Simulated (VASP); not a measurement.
# NaI (Fm-3m) in VASP: notebook, part 2 of 2

VASP 6.6.1. Earlier steps stand in the parts before.

## Step 5: Single point, PBEsol

This run uses another cell than the first one, of 33.27 Å³/atom.

File INCAR:

```
PREC = Accurate ; ENCUT = 520
EDIFF = 1E-6 ; ISMEAR = 0
SIGMA = 0.01 ; LREAL = F
LASPH = T ; NELM = 80
ALGO = Normal ; ISIF = 2
LWAVE = F ; LCHARG = F
GGA = PS ; NBANDS = 14
```

File KPOINTS:

```
regular mesh
0
Gamma
  8 8 8
```

File POSCAR:

```
NaI
1.0
    0.0000000000      3.2162516661      3.2162516661
    3.2162516661      0.0000000000      3.2162516661
    3.2162516661      3.2162516661      0.0000000000
Na I
1 1
Direct
    0.0000000000      0.0000000000      0.0000000000
    0.5000000000      0.5000000000      0.5000000000
```

Potentials or basis: VASP PAW PBE potentials, release 64 (Na_pv, I).

Launch:

```console
$ cat potpaw_PBE.64/Na_pv/POTCAR potpaw_PBE.64/I/POTCAR > POTCAR
$ mpirun -np 1 vasp_std > vasp.out
```

OUTCAR:

```text
PREC = Accurate
   ENCUT = 520
   EDIFF = 1E-6
   ISMEAR = 0
   LREAL = F
   LASPH = T
   NELM = 80
   ISIF = 2
   GGA = PS

 ion  position               nearest neighbor table
   1  0.000  0.000  0.000-
   2  0.500  0.500  0.500-

  LATTYP: Found a face centered cubic cell.
 ALAT       =     6.4325033322

  Lattice vectors:

 A1 = (   0.0000000000,   3.2162516661,   3.2162516661)
 A2 = (   3.2162516661,   0.0000000000,   3.2162516661)
 A3 = (   3.2162516661,   3.2162516661,   0.0000000000)

Analysis of symmetry for initial positions (statically):
=====================================================================
 Subroutine PRICEL returns:
 Original cell was already a primitive cell.

 Routine SETGRP: Setting up the symmetry group for a
 face centered cubic supercell.

 Subroutine GETGRP returns: Found 48 space group operations
 (whereof 48 operations were pure point group operations)
 out of a pool of 48 trial point group operations.

The static configuration has the point symmetry O_h .

Analysis of symmetry for dynamics (positions and initial velocities):
=====================================================================
 Subroutine PRICEL returns:
 Original cell was already a primitive cell.

 Routine SETGRP: Setting up the symmetry group for a
 face centered cubic supercell.

 Subroutine GETGRP returns: Found 48 space group operations
 (whereof 48 operations were pure point group operations)
 out of a pool of 48 trial point group operations.

The dynamic configuration has the point symmetry O_h .

 Subroutine INISYM returns: Found 48 space group operations
 (whereof 48 operations are pure point group operations),
 and found     1 'primitive' translations

----------------------------------------------------------------------------------------

                                     Primitive cell

  volume of cell :      66.5396

  direct lattice vectors                    reciprocal lattice vectors
     0.000000000  3.216251666  3.216251666    -0.155460471  0.155460471  0.155460471
     3.216251666  0.000000000  3.216251666     0.155460471 -0.155460471  0.155460471
     3.216251666  3.216251666  0.000000000     0.155460471  0.155460471 -0.155460471

  length of vectors
     4.548466726  4.548466726  4.548466726     0.269265435  0.269265435  0.269265435

  position of ions in fractional coordinates (direct lattice)
     0.000000000  0.000000000  0.000000000
     0.500000000  0.500000000  0.500000000

  ion indices of the primitive-cell ions
   primitive index   ion index
                 1           1
                 2           2

----------------------------------------------------------------------------------------

 KPOINTS: regular mesh

Automatic generation of k-mesh.
 Grid dimensions read from file:
 generate k-points for:    8    8    8

 Generating k-lattice:

  Cartesian coordinates                     Fractional coordinates (reciprocal lattice)
    -0.019432559  0.019432559  0.019432559     0.125000000  0.000000000  0.000000000
     0.019432559 -0.019432559  0.019432559     0.000000000  0.125000000  0.000000000
     0.019432559  0.019432559 -0.019432559     0.000000000  0.000000000  0.125000000

  Length of vectors
     0.033658179  0.033658179  0.033658179

  Shift w.r.t. Gamma in fractional coordinates (k-lattice)
     0.000000000  0.000000000  0.000000000

 Subroutine IBZKPT returns following result:
 ===========================================

 Found     29 irreducible k-points:

 Following reciprocal coordinates:
            Coordinates               Weight
  0.000000  0.000000  0.000000      1.000000
  0.125000  0.000000  0.000000      8.000000
  0.250000  0.000000  0.000000      8.000000
  0.375000  0.000000  0.000000      8.000000
  0.500000  0.000000  0.000000      4.000000
  0.125000  0.125000  0.000000      6.000000
[... 16 lines left out ...]
  0.500000  0.250000  0.125000     48.000000
 -0.375000  0.250000  0.125000     24.000000
 [... further k-points ...]
   k-points           NKPTS =     29   k-points in BZ     NKDIM =     29   number of bands    NBANDS=     14
   number of dos      NEDOS =    301   number of ions     NIONS =      2
   total plane-waves  NPLWV =  46656
   dimension x,y,z NGX =    36 NGY =   36 NGZ =   36
   dimension x,y,z NGXF=    72 NGYF=   72 NGZF=   72
   ions per type =               1   1
   NGX,Y,Z   is equivalent  to a cutoff of  13.16, 13.16, 13.16 a.u.
   NGXF,Y,Z  is equivalent  to a cutoff of  26.32, 26.32, 26.32 a.u.
 SYSTEM =  unknown system
   PREC   = accura    normal or accurate (medium, high low for compatibility)
   ISTART =      0    job   : 0-new  1-cont  2-samecut
   ICHARG =      2    charge: 1-file 2-atom 10-const
   ISPIN  =      1    spin polarized calculation?
   LNONCOLLINEAR =      F non collinear calculations
   LSORBIT =      F    spin-orbit coupling
   LASPH  =      T    aspherical Exc in radial PAW
   ENCUT  =  520.0 eV  38.22 Ry    6.18 a.u.   8.46  8.46  8.46*2*pi/ulx,y,z
   NELM   =     80;   NELMIN=  2; NELMDL= -5     # of ELM steps
   EDIFF  = 0.1E-05   stopping-criterion for ELM
   LREAL  =      F    real-space projection
[... 7 lines left out ...]
   TEBEG  =    0.0;   TEEND  =   0.0 temperature during run
   PSTRESS=    0.0 pullay stress
   NELECT =      14.0000    total number of electrons
   NUPDOWN=      -1.0000    fix difference up-down
   EMIN   =  10.00;   EMAX   =-10.00  energy-range for DOS
   EFERMI =   0.00;   METHOD = LEGACY
   ISMEAR =     0;   SIGMA  =   0.01  broadening in eV -4-tet -1-fermi 0-gaus
   EFERMI_NEDOS =   21; number of points for ismear=-14 and -15
   IALGO  =     38    algorithm
   IMIX   =      4    mixing-type and parameters
     AMIX     =   0.40;   BMIX     =  1.00
     AMIX_MAG =   1.60;   BMIX_MAG =  1.00
  volume/ion in A,a.u.               =      33.27       224.52
  Fermi-wavevector in a.u.,A,eV,Ry     =   0.973698  1.840022 12.899510  0.948087
  Thomas-Fermi vector in A             =   2.104098
   LORBIT       =      0    0 simple, 1 ext, 2 COOP (PROOUT), +10 PAW based schemes
   GGA     = PS    functional components
   LHFCALC =     F    Hartree Fock is set to
   AEXX    =    0.0000 exact exchange contribution
   IVDW    =     0    specifies the selected vdW correction
   LEPSILON=     F    determine dielectric tensor
   LRPA    =     F    only Hartree local field effects (RPA)
 non-spin polarized calculation
 Gauss-broadening in eV      SIGMA  =   0.01
  energy-cutoff  :      520.00
  volume of cell :       66.54
 maximum number of plane-waves:      1812
 NGX is ok and might be reduce to    36
   NGX = 17   NGY = 17   NGZ = 17

 number of electron      13.9999996 magnetization

 Free energy of the ion-electron system (eV)
  ---------------------------------------------------
  ext. energy  EPLUGINS =         0.00000000
  ---------------------------------------------------
  free energy    TOTEN  =        -5.66945563 eV

  energy without entropy =       -5.66945563  energy(sigma->0) =       -5.66945563

 E-fermi :   0.9283     XC(G=0):  -7.9216

 val. band max:        0.8482528020   @ k =   0.0000   0.0000   0.0000
 cond. band min:       4.4022123185   @ k =   0.0000   0.0000   0.0000
 fundamental gap:      3.5539595165
 Fermi energy:         0.9282624278

 k-point     1 :       0.0000    0.0000    0.0000
  band No.  band energies     occupation
      1     -21.3756      2.00000
      2     -21.3756      2.00000
      3     -21.3756      2.00000
      4     -10.2579      2.00000
      5       0.8483      2.00000
      6       0.8483      2.00000
      7       0.8483      2.00000
      8       4.4022      0.00000
      9       8.6937      0.00000
     10       8.6937      0.00000
     11       8.6937      0.00000
     12      10.5957      0.00000
     13      10.5957      0.00000
     14      11.0975      0.00000

 k-point     2 :       0.1250    0.0000    0.0000
  band No.  band energies     occupation
      1     -21.3765      2.00000
      2     -21.3757      2.00000
      3     -21.3757      2.00000
      4     -10.2122      2.00000
      5       0.3594      2.00000
      6       0.8010      2.00000
      7       0.8010      2.00000
      8       4.9403      0.00000
      9       8.3104      0.00000
     10       8.8507      0.00000
[... 362 lines left out ...]
 k-point    24 :      -0.3750    0.2500    0.1250
  band No.  band energies     occupation
      1     -21.3807      2.00000
      2     -21.3775      2.00000
      3     -21.3765      2.00000
      4      -9.8783      2.00000
      5      -1.1532      2.00000
      6      -0.1171      2.00000
      7       0.3354      2.00000
      8       6.8750      0.00000
      9       7.1230      0.00000
     10       9.0832      0.00000
     11       9.0842      0.00000
     12      11.2953      0.00000
     13      12.3142      0.00000
     14      13.5066      0.00000

 [... further k-points ...]
[... 5 lines left out ...]
  --------------------------------------------------------------------------------------
  -------------------------------------------------------------------------------------
  Total       -0.0780746     -0.0780746     -0.0780746      0.0000000     -0.0000000      0.0000000
  in kB       -1.8799248     -1.8799248     -1.8799248      0.0000000     -0.0000000      0.0000000
  external PRESSURE =      -1.8799248 kB  Pullay stress =       0.0000000 kB

 VOLUME and BASIS-vectors are now :
 -----------------------------------------------------------------------------
  energy-cutoff  :      520.00
  volume of cell :       66.54
      direct lattice vectors                 reciprocal lattice vectors
     0.000000000  3.216251666  3.216251666    -0.155460471  0.155460471  0.155460471
     3.216251666  0.000000000  3.216251666     0.155460471 -0.155460471  0.155460471
     3.216251666  3.216251666  0.000000000     0.155460471  0.155460471 -0.155460471

 POSITION                                       TOTAL-FORCE (eV/Angst)
 -----------------------------------------------------------------------------------
      0.00000      0.00000      0.00000         0.000000      0.000000     -0.000000
      3.21625      3.21625      3.21625         0.000000     -0.000000      0.000000
 -----------------------------------------------------------------------------------
    total drift:                                0.000000      0.000000      0.000000

  FREE ENERGIE OF THE ION-ELECTRON SYSTEM (eV)
  ---------------------------------------------------
  free  energy   TOTEN  =        -5.6694556334 eV

  energy  without entropy=       -5.6694556334  energy(sigma->0) =       -5.66945563
```

Wall time 41 s (1 thread of Intel Xeon 8259CL, shared host); peak memory 0.21 GiB.

What came out:

- Free energy: -5.6695 eV
- Pressure: -0.2 GPa
- Band gap on the k mesh: 3.55 eV

Caveat: the PAW data sets were made with another functional, which shifts forces and pressure a little; spin-orbit coupling is left out, which moves the levels of the heavy elements.

## Step 6: The runs side by side

```csv
cell,gap on the mesh (eV),pressure (GPa)
"a = 4.526 Å, angles 60.0°, 2 atoms",3.59,0.1
"a = 4.503 Å, angles 60.0°, 2 atoms",3.63,0.3
"a = 4.548 Å, angles 60.0°, 2 atoms",3.55,-0.2
```

Alike in all rows: task single point; level PBEsol; potentials or basis VASP PAW PBE potentials, release 64 (Na_pv, I); no spin polarisation; k mesh 8 × 8 × 8; cutoff (eV) 520; smearing gaussian 0.01 eV.

Caveats: the PAW data sets were made with another functional, which shifts forces and pressure a little; spin-orbit coupling is left out, which moves the levels of the heavy elements.

Absolute energies hang on the potentials; compare differences alone.
